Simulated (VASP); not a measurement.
Input of a VASP 6.6.1 run:

File INCAR:

```
SYSTEM = Re
  PREC = Accurate
  ENCUT = 520
  EDIFF = 1E-8
  ISMEAR = -1
  SIGMA = 0.05
  LREAL = .False.
  LASPH = .True.
  NELM = 100
  ALGO = Normal
  ISIF = 2
  LWAVE = .False.
  LCHARG = .False.
  LEFG = .True.
  NBANDS = 14
```

The input KPOINTS:

```
regular mesh
0
Gamma
  14 14 8
  0 0 0
```

POSCAR

```
Re
1.0
    2.6539513089      0.0000000000      0.0000000000
   -1.3269756545      2.2983892539      0.0000000000
    0.0000000000      0.0000000000      4.2436285669
Re
2
Direct
    0.3333333333      0.6666666667      0.2500000000
    0.6666666667      0.3333333333      0.7500000000
```

Potentials or basis: VASP PAW LDA potentials, release 64 (Re).

Run with:

```bash
$ cat potpaw_LDA.64/Re/POTCAR > POTCAR
$ mpirun -np 1 vasp_std > vasp.out
```

Q: Predict the band gap on the k mesh.

A: Zero (band 7 reaches 11.34 eV, above the bottom of band 8 at 7.37 eV).

Q: Predict the pressure.

A: 55.1 GPa.

Stress tensor (GPa, compression positive):
```
53.09  0.00  0.00
 0.00 53.09  0.00
 0.00  0.00 58.97
```

Caveat: without QUAD_EFG the Cq values of the log hold for a quadrupole moment of 1 mb, not for the nuclei; spin-orbit coupling is left out, which moves the levels of the heavy elements.
